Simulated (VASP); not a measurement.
Set up this calculation in VASP 6.6.1, as the native input.

```yaml
Task: density of states
Functional: PBEsol
Potentials_or_basis: VASP PAW PBE potentials, release 64 (Ga_d, N)
Cutoff: 520 eV
k_mesh: 15 × 15 × 15
Occupations: fermi-dirac, width 0.08 eV
Spin: no spin polarisation
Dipole_correction: no
k_mesh_for_the_DOS: 23 × 23 × 23
Occupations_for_the_DOS: tetrahedron
Further_INCAR_settings: ALGO = Normal; EDIFF = 1e-07; NBANDS = 16
```

GaN (zincblende type):

```
Ga N
1.0
     0.00000    2.24886    2.24886
     2.24886    0.00000    2.24886
     2.24886    2.24886    0.00000
Ga N
1 1
Cartesian
  0.0000 0.0000 0.0000
  1.1244 1.1244 1.1244
```

One way to write it, as run:

POSCAR

```
GaN
1.0
    0.0000000000      2.2488587555      2.2488587555
    2.2488587555      0.0000000000      2.2488587555
    2.2488587555      2.2488587555      0.0000000000
Ga N
1 1
Direct
    0.0000000000      0.0000000000      0.0000000000
    0.2500000000      0.2500000000      0.2500000000
```

INCAR.step1

```
PREC = Accurate ; ENCUT = 520
EDIFF = 1E-7 ; ISMEAR = -1
SIGMA = 0.08 ; LREAL = False
LASPH = True ; NELM = 100
ALGO = Normal ; ISIF = 2
LWAVE = False ; LCHARG = True
GGA = PS ; NBANDS = 16
```

KPOINTS.step1

```
Automatic mesh
0
Gamma
  15 15 15
```

INCAR.step2

```
PREC = Accurate ; ENCUT = 520
EDIFF = 1E-7 ; ISMEAR = -5
SIGMA = 0.08 ; LREAL = False
LASPH = True ; NELM = 100
ALGO = Normal ; ISIF = 2
LWAVE = False ; LCHARG = False
GGA = PS ; LORBIT = 10
NBANDS = 16 ; NEDOS = 2001
ICHARG = 11
```

KPOINTS.step2

```
Automatic mesh
0
Gamma
  23 23 23
```

Potentials or basis: VASP PAW PBE potentials, release 64 (Ga_d, N).

Launch:

```sh
$ cat potpaw_PBE.64/Ga_d/POTCAR potpaw_PBE.64/N/POTCAR > POTCAR
$ cp INCAR.step1 INCAR
$ cp KPOINTS.step1 KPOINTS
$ mpirun -np 1 vasp_std > vasp.out
$ cp INCAR.step2 INCAR
$ cp KPOINTS.step2 KPOINTS
$ mpirun -np 1 vasp_std > vasp.out
```

Results of the run:

| Quantity | Value |
| --- | --- |
| Valence electrons inside the program's atomic spheres | Ga 11.89; N 3.73 |

It took 2.4 min on 1 thread of Intel Xeon 6975P-C, on a shared host, peak memory 0.24 GiB.
